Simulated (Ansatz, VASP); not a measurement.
**TiO2 in VASP and in Ansatz**

```
CELL_PARAMETERS angstrom
6.15358 -1.88347 0.00000
6.15358 1.88347 0.00000
-1.92833 0.00000 6.32897
ATOMIC_POSITIONS crystal
Ti 0.90007 0.90007 0.28960
Ti 0.19529 0.19529 0.28376
Ti 0.09993 0.09993 0.71040
Ti 0.80471 0.80471 0.71624
O 0.36193 0.36193 0.29340
O 0.26349 0.26349 0.65250
O 0.86719 0.86719 0.99529
O 0.73651 0.73651 0.34750
O 0.94165 0.94165 0.63002
O 0.13281 0.13281 0.00471
O 0.63807 0.63807 0.70660
O 0.05835 0.05835 0.36998
```

Alike in both runs: functional r2SCAN; k mesh 6 × 6 × 3; occupations fermi-dirac, width 0.05 eV; no spin polarisation.

|  | VASP | Ansatz |
| --- | --- | --- |
| version | VASP 6.6.1 | Ansatz 0.2.0 |
| potentials or method | VASP PAW PBE potentials, release 64 (Ti_sv, O) | Ansatz PAW |
| plane-wave cutoff (eV) | 520 | 500 |
| valence electrons in the cell | 96 | 96 |
| task | single point | band structure |

|  | VASP | Ansatz | Ansatz less VASP |
| --- | --- | --- | --- |
| gap on the k mesh at the Fermi level (eV) | 3.16 | 3.14 | -0.019 |
| least direct gap on the mesh (eV) | 3.32 | 3.30 | -0.021 |
| pressure (GPa) | -4.6 | -5.6 | -1.05 |
| traceless stress, the component that is largest in VASP (GPa) | -0.41 | -0.43 | -0.021 |
| rms of the force components (eV/Å) | 0.053 | 0.086 | +0.0325 |

VASP's potentials were made for PBE, not for r2SCAN. Atom by atom the forces differ by 0.045 eV/Å (rms over components).
